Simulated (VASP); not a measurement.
MoS2: single point with PBEsol

The system is MoS2.

```
Mo S
1.0
     3.23590    0.00000    0.00000
    -1.61795    2.80237    0.00000
     0.00000    0.00000   12.94740
Mo S
2 4
Cartesian
  0.0000 1.8682 3.2369
  1.6180 0.9341 9.7105
  0.0000 1.8682 8.1050
  1.6180 0.9341 1.6313
  0.0000 1.8682 11.3161
  1.6180 0.9341 4.8424
```

| Item | Value |
| --- | --- |
| Program | VASP 6.6.1 |
| Task | single point |
| Functional | PBEsol |
| Potentials or basis | VASP PAW PBE potentials, release 64 (Mo_sv, S) |
| Cutoff | 520 eV |
| k mesh | 12 × 12 × 2 |
| Occupations | methfessel-paxton, width 0.148 eV |
| Spin | no spin polarisation |

The pressure is -11.2 GPa. The largest force is 1.310 eV/Å and the band gap on the k mesh is 1.02 eV, indirect (least direct gap 1.55 eV).

Forces on the atoms (eV/Å):
```
Mo   0.000  0.000  0.000
Mo   0.000  0.000  0.000
S    0.000  0.000  1.310
S    0.000  0.000  1.310
S    0.000  0.000 -1.310
S    0.000  0.000 -1.310
```

Stress tensor (GPa, compression positive):
```
-10.80   0.00   0.00
  0.00 -10.80   0.00
  0.00   0.00 -11.93
```

Levels at points of the mesh, in eV from the valence-band top:
```tsv
k point	band 22	band 23	band 24	band 25	band 26	band 27	band 28	band 29	band 30	band 31
(0.00, 0.00, 0.00)	-1.81	-1.81	-1.23	-0.86	0.00	2.13	2.13	2.15	2.15	2.25
(0.50, 0.00, 0.00)	-2.25	-1.45	-1.32	-1.13	-1.05	1.64	1.66	2.01	2.20	2.84
(0.00, 0.00, 0.50)	-1.83	-1.83	-1.83	-0.23	-0.23	2.14	2.14	2.14	2.14	2.31
(0.50, 0.00, 0.50)	-2.35	-1.39	-1.39	-1.08	-1.08	1.65	1.65	2.11	2.11	3.15
```

It took 110 s on 1 thread of Intel(R) Xeon(R) Platinum 8259CL CPU @ 2.50GHz (Skylake/Cascade Lake) (shared host), peak memory 0.28 GiB.

Caveat: the PAW data sets were made with another functional, which shifts forces and pressure a little; this functional lacks dispersion, which binds the layers, so the pressure and a relaxed spacing across them are unreliable. A k mesh can miss the band edges.
